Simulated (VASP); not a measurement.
A run of VASP 6.6.1:

The input INCAR:

```
SYSTEM = Mg2Br3
PREC = Accurate ; ENCUT = 520
EDIFF = 1E-6 ; ISMEAR = 0
SIGMA = 0.1 ; LREAL = .False.
LASPH = .True. ; NELM = 100
ALGO = Normal ; ISIF = 2
LWAVE = .False. ; LCHARG = .True.
GGA = PE ; LELF = .True.
LVHAR = .True. ; NBANDS = 20
```

File KPOINTS:

```
regular mesh
0
Gamma
  6 6 4
  0 0 0
```

The input POSCAR:

```
Mg2Br3
1.0
    4.1367059640      0.0000000000      0.0000000000
   -2.0683529820      3.5824924529      0.0000000000
    0.0000000000      0.0000000000     10.1999848014
Mg Br
2 3
Direct
    0.3333333333      0.6666666667      0.1746829468
    0.6666666667      0.3333333333      0.8253170532
    0.0000000000      0.0000000000      0.0000000000
    0.3333333333      0.6666666667      0.6927577882
    0.6666666667      0.3333333333      0.3072422118
```

Potentials or basis: VASP PAW PBE potentials, release 64 (Mg, Br).

The run is started by

```bash
$ cat potpaw_PBE.64/Mg/POTCAR potpaw_PBE.64/Br/POTCAR > POTCAR
$ mpirun -np 1 vasp_std > vasp.out
```

Hardware: 1 thread of AMD EPYC 9R45 96-Core Processor (Zen 5) (shared host).

Question: How long does it take, and how much memory?

Answer: Run time: 56 s on 1 thread of AMD EPYC 9R45 96-Core Processor (Zen 5), on a shared host, peak memory 0.26 GiB. Counts: scf iterations 13, k points 24.
